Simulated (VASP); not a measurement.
# Al (P6_3/mmc) in VASP: notebook

Al is run at these levels: PBEsol; tasks: single point.

All numbers are computed with VASP 6.6.1; they aren't measurements. Logs are shortened: lines on timing, memory, paths and dates and some standing lists are left out, and cuts for length are marked.

## 1. The cell of the first run

The structure is hexagonal, space group P6_3/mmc (No. 194). Conventional cell: a = 2.720 Å, b = 2.720 Å, c = 4.608 Å, α = 90.00°, β = 90.00°, γ = 120.00°. Within 3.6 Å of Al (site symmetry -6m2) lie 12 Al at 2.72 to 2.79 Å.

## 2. Single point, PBEsol

The input, INCAR:

```
SYSTEM = Al
PREC = Accurate ; ENCUT = 520
EDIFF = 1E-7 ; ISMEAR = 1
SIGMA = 0.05 ; LREAL = .FALSE.
LASPH = .TRUE. ; NELM = 100
ALGO = Normal ; ISIF = 2
LWAVE = .FALSE. ; LCHARG = .FALSE.
GGA = PS ; NBANDS = 10
```

The input, KPOINTS:

```
regular mesh
0
G
  14 14 7
  0 0 0
```

The input, POSCAR:

```
Al
1.0
    2.7195397218      0.0000000000      0.0000000000
   -1.3597698609      2.3551904857      0.0000000000
    0.0000000000      0.0000000000      4.6083353658
Al
2
Direct
    0.6666666667      0.3333333333      0.7500000000
    0.3333333333      0.6666666667      0.2500000000
```

Potentials or basis: VASP PAW PBE potentials, release 64 (Al).

Launch:

```console
$ cat potpaw_PBE.64/Al/POTCAR > POTCAR
$ mpirun -np 1 vasp_std > vasp.out
```

OUTCAR:

```text
SYSTEM = Al
   PREC = Accurate
   ENCUT = 520
   EDIFF = 1E-7
   ISMEAR = 1
   LREAL = .FALSE.
   LASPH = .TRUE.
   NELM = 100
   ISIF = 2
   GGA = PS

 ion  position               nearest neighbor table
   1  0.667  0.333  0.750-   2 2.79   2 2.79   2 2.79   2 2.79   2 2.79   2 2.79
   2  0.333  0.667  0.250-   1 2.79   1 2.79   1 2.79   1 2.79   1 2.79   1 2.79

  LATTYP: Found a hexagonal cell.
 ALAT       =     2.7195397218
 C/A-ratio  =     1.6945276912

  Lattice vectors:

 A1 = (   2.7195397218,   0.0000000000,   0.0000000000)
 A2 = (  -1.3597698609,   2.3551904857,   0.0000000000)
 A3 = (   0.0000000000,   0.0000000000,   4.6083353658)

Analysis of symmetry for initial positions (statically):
=====================================================================
 Subroutine PRICEL returns:
 Original cell was already a primitive cell.

 Routine SETGRP: Setting up the symmetry group for a
 hexagonal supercell.

 Subroutine GETGRP returns: Found 24 space group operations
 (whereof 12 operations were pure point group operations)
 out of a pool of 24 trial point group operations.

The static configuration has the point symmetry D_3d.
 The point group associated with its full space group is D_6h.

Analysis of symmetry for dynamics (positions and initial velocities):
=====================================================================
 Subroutine PRICEL returns:
 Original cell was already a primitive cell.

 Routine SETGRP: Setting up the symmetry group for a
 hexagonal supercell.

 Subroutine GETGRP returns: Found 24 space group operations
 (whereof 12 operations were pure point group operations)
 out of a pool of 24 trial point group operations.

The dynamic configuration has the point symmetry D_3d.
 The point group associated with its full space group is D_6h.

 Subroutine INISYM returns: Found 24 space group operations
 (whereof 12 operations are pure point group operations),
 and found     1 'primitive' translations

----------------------------------------------------------------------------------------

                                     Primitive cell

  volume of cell :      29.5165

  direct lattice vectors                    reciprocal lattice vectors
     2.719539722  0.000000000  0.000000000     0.367709283  0.212297053  0.000000000
    -1.359769861  2.355190486  0.000000000     0.000000000  0.424594107  0.000000000
     0.000000000  0.000000000  4.608335366     0.000000000  0.000000000  0.216998096

  length of vectors
     2.719539722  2.719539722  4.608335366     0.424594107  0.424594107  0.216998096

  position of ions in fractional coordinates (direct lattice)
     0.666666667  0.333333333  0.750000000
     0.333333333  0.666666667  0.250000000

  ion indices of the primitive-cell ions
   primitive index   ion index
                 1           1
                 2           2

----------------------------------------------------------------------------------------

 KPOINTS: regular mesh

Automatic generation of k-mesh.
 Grid dimensions read from file:
 generate k-points for:   14   14    7

 Generating k-lattice:

  Cartesian coordinates                     Fractional coordinates (reciprocal lattice)
     0.026264949  0.015164075  0.000000000     0.071428571  0.000000000  0.000000000
     0.000000000  0.030328150  0.000000000     0.000000000  0.071428571  0.000000000
     0.000000000  0.000000000  0.030999728     0.000000000  0.000000000  0.142857143

  Length of vectors
     0.030328150  0.030328150  0.030999728

  Shift w.r.t. Gamma in fractional coordinates (k-lattice)
     0.000000000  0.000000000  0.000000000

 Subroutine IBZKPT returns following result:
 ===========================================

 Found     96 irreducible k-points:

 Following reciprocal coordinates:
            Coordinates               Weight
  0.000000  0.000000  0.000000      1.000000
  0.071429 -0.000000  0.000000      6.000000
  0.142857  0.000000  0.000000      6.000000
  0.214286  0.000000  0.000000      6.000000
  0.285714 -0.000000  0.000000      6.000000
  0.357143  0.000000  0.000000      6.000000
[... 16 lines left out ...]
  0.285714  0.285714  0.000000      6.000000
  0.357143  0.285714  0.000000      6.000000
 [... further k-points ...]
   k-points           NKPTS =     96   k-points in BZ     NKDIM =     96   number of bands    NBANDS=     10
   number of dos      NEDOS =    301   number of ions     NIONS =      2
   total plane-waves  NPLWV =  14400
   dimension x,y,z NGX =    20 NGY =   20 NGZ =   36
   dimension x,y,z NGXF=    40 NGYF=   40 NGZF=   72
   ions per type =               2
   NGX,Y,Z   is equivalent  to a cutoff of  12.23, 12.23, 12.99 a.u.
   NGXF,Y,Z  is equivalent  to a cutoff of  24.45, 24.45, 25.97 a.u.
 SYSTEM =  Al
   PREC   = accura    normal or accurate (medium, high low for compatibility)
   ISTART =      0    job   : 0-new  1-cont  2-samecut
   ICHARG =      2    charge: 1-file 2-atom 10-const
   ISPIN  =      1    spin polarized calculation?
   LNONCOLLINEAR =      F non collinear calculations
   LSORBIT =      F    spin-orbit coupling
   LASPH  =      T    aspherical Exc in radial PAW
   ENCUT  =  520.0 eV  38.22 Ry    6.18 a.u.   5.06  5.06  8.57*2*pi/ulx,y,z
   NELM   =    100;   NELMIN=  2; NELMDL= -5     # of ELM steps
   EDIFF  = 0.1E-06   stopping-criterion for ELM
   LREAL  =      F    real-space projection
   EDIFFG = 0.1E-05   stopping-criterion for IOM
   NSW    =      0    number of steps for IOM
   IBRION =     -1    ionic relax: 0-MD 1-quasi-New 2-CG
   NFREE  =      0    steps in history (QN), initial steepest desc. (CG)
   ISIF   =      2    stress and relaxation
   ISYM   =      2    0-nonsym 1-usesym 2-fastsym
   POTIM  = 0.5000    time-step for ionic-motion
   TEBEG  =    0.0;   TEEND  =   0.0 temperature during run
   PSTRESS=    0.0 pullay stress
   NELECT =       6.0000    total number of electrons
   NUPDOWN=      -1.0000    fix difference up-down
   EMIN   =  10.00;   EMAX   =-10.00  energy-range for DOS
   EFERMI =   0.00;   METHOD = LEGACY
   ISMEAR =     1;   SIGMA  =   0.05  broadening in eV -4-tet -1-fermi 0-gaus
   EFERMI_NEDOS =   21; number of points for ismear=-14 and -15
   IALGO  =     38    algorithm
   IMIX   =      4    mixing-type and parameters
     AMIX     =   0.40;   BMIX     =  1.00
     AMIX_MAG =   1.60;   BMIX_MAG =  1.00
  volume/ion in A,a.u.               =      14.76        99.59
  Fermi-wavevector in a.u.,A,eV,Ry     =   0.962580  1.819012 12.606612  0.926560
  Thomas-Fermi vector in A             =   2.092051
   LORBIT       =      0    0 simple, 1 ext, 2 COOP (PROOUT), +10 PAW based schemes
   GGA     = PS    functional components
   LHFCALC =     F    Hartree Fock is set to
   AEXX    =    0.0000 exact exchange contribution
   IVDW    =     0    specifies the selected vdW correction
   LEPSILON=     F    determine dielectric tensor
   LRPA    =     F    only Hartree local field effects (RPA)
 non-spin polarized calculation
 Methfessel and Paxton  Order N= 1 SIGMA  =   0.05
  energy-cutoff  :      520.00
  volume of cell :       29.52
 maximum number of plane-waves:       821
   NGX = 11   NGY = 11   NGZ = 17

 number of electron       6.0000000 magnetization

 Free energy of the ion-electron system (eV)
  ---------------------------------------------------
  ext. energy  EPLUGINS =         0.00000000
  ---------------------------------------------------
  free energy    TOTEN  =        -8.02763622 eV

  energy without entropy =       -8.02769826  energy(sigma->0) =       -8.02765690

 E-fermi :   9.2118     XC(G=0): -10.6713

 val. band max:        9.1462955687   @ k =   0.1429   0.0714   0.2857
 cond. band min:       9.2241908916   @ k =   0.3571   0.1429   0.0000
 fundamental gap:      0.0778953228
 Fermi energy:         9.2117876361

 k-point     1 :       0.0000    0.0000    0.0000
  band No.  band energies     occupation
      1      -2.7643      2.00000
      2       3.9034      2.00000
      3       4.1551      2.00000
      4      21.2479      0.00000
      5      21.2479      0.00000
      6      21.2533      0.00000
      7      21.3102      0.00000
      8      21.3102      0.00000
      9      23.6352      0.00000
     10      24.8536      0.00000

 k-point     2 :       0.0714   -0.0000    0.0000
  band No.  band energies     occupation
      1      -2.6284      2.00000
      2       4.0288      2.00000
      3       4.2868      2.00000
      4      18.6898      0.00000
      5      19.8235      0.00000
      6      20.7796      0.00000
      7      22.2105      0.00000
      8      22.9014      0.00000
      9      23.6987      0.00000
     10      24.8193      0.00000

 k-point     3 :       0.1429    0.0000    0.0000
  band No.  band energies     occupation
      1      -2.2215      2.00000
      2       4.4052      2.00000
      3       4.6786      2.00000
      4      15.8012      0.00000
      5      18.5865      0.00000
      6      19.5849      0.00000
      7      21.6709      0.00000
      8      21.9052      0.00000
      9      23.6793      0.00000
     10      23.8893      0.00000

 k-point     4 :       0.2143    0.0000    0.0000
  band No.  band energies     occupation
      1      -1.5463      2.00000
      2       5.0329      2.00000
      3       5.3185      2.00000
      4      13.0260      0.00000
      5      17.5749      0.00000
      6      18.0131      0.00000
      7      19.1371      0.00000
      8      20.2557      0.00000
      9      23.2830      0.00000
     10      23.4917      0.00000
[... 222 lines left out ...]
 k-point    22 :       0.3571    0.2143    0.0000
  band No.  band energies     occupation
      1       3.7140      2.00000
      2       5.4757      2.00000
      3       8.7548      2.00000
      4      10.0096     -0.00000
      5      10.6963      0.00000
      6      11.8968      0.00000
      7      13.1720      0.00000
      8      15.5594      0.00000
      9      16.3455      0.00000
     10      24.7809      0.00000

 k-point    23 :       0.2857    0.2857    0.0000
  band No.  band energies     occupation
      1       3.5868      2.00000
      2       6.9908      2.00000
      3       7.1253      2.00000
      4       9.9044     -0.00000
      5      10.6542      0.00000
      6      13.0693      0.00000
      7      14.0252      0.00000
      8      14.1178      0.00000
      9      15.0908      0.00000
     10      27.1613      0.00000

 k-point    24 :       0.3571    0.2857    0.0000
  band No.  band energies     occupation
      1       5.2244      2.00000
      2       5.2463      2.00000
      3       6.9580      2.00000
      4      11.2189      0.00000
      5      11.3636      0.00000
      6      11.8161      0.00000
      7      13.3579      0.00000
      8      13.6760      0.00000
      9      14.6347      0.00000
     10      27.5125      0.00000

 [... further k-points ...]

------------------------ aborting loop because EDIFF is reached ----------------------------------------

  FORCE on cell =-STRESS in cart. coord.  units (eV):
  Direction    XX          YY          ZZ          XY          YZ          ZX
  --------------------------------------------------------------------------------------
  -------------------------------------------------------------------------------------
  Total        1.8636088      1.8636088      1.8582254      0.0000000     -0.0000000      0.0000000
  in kB      101.1578997    101.1578997    100.8656879      0.0000000     -0.0000000      0.0000000
  external PRESSURE =     101.0604958 kB  Pullay stress =       0.0000000 kB

 VOLUME and BASIS-vectors are now :
 -----------------------------------------------------------------------------
  energy-cutoff  :      520.00
  volume of cell :       29.52
      direct lattice vectors                 reciprocal lattice vectors
     2.719539722  0.000000000  0.000000000     0.367709283  0.212297053  0.000000000
    -1.359769861  2.355190486  0.000000000     0.000000000  0.424594107  0.000000000
     0.000000000  0.000000000  4.608335366     0.000000000  0.000000000  0.216998096

 POSITION                                       TOTAL-FORCE (eV/Angst)
 -----------------------------------------------------------------------------------
      1.35977      0.78506      3.45625         0.000000      0.000000      0.000000
     -0.00000      1.57013      1.15208        -0.000000     -0.000000      0.000000
 -----------------------------------------------------------------------------------
    total drift:                                0.000000     -0.000000      0.000000

  FREE ENERGIE OF THE ION-ELECTRON SYSTEM (eV)
  ---------------------------------------------------
  free  energy   TOTEN  =        -8.0276362181 eV

  energy  without entropy=       -8.0276982649  energy(sigma->0) =       -8.02765690
```

Wall time 9.4 s (1 thread of Intel Xeon Platinum 8488C (Sapphire Rapids), shared host); peak memory 0.15 GiB.

What came out:

- Free energy: -8.0276 eV
- Pressure: 10.1 GPa
- Band gap on the k mesh: zero (band 3 reaches 12.05 eV, above the bottom of band 4 at 6.14 eV)

Levels at points of the mesh, in eV from the Fermi level:
```csv
k point,band 1,band 2,band 3,band 4,band 5,band 6,band 7
"(0.00, 0.00, 0.00)",-11.98,-5.31,-5.06,12.04,12.04,12.04,12.10
"(0.50, 0.00, 0.00)",-5.51,-5.49,0.53,0.95,1.23,1.74,6.57
```

Caveat: the PAW data sets were made with another functional, which shifts forces and pressure a little.

(Part 1 of 3 ends here.)
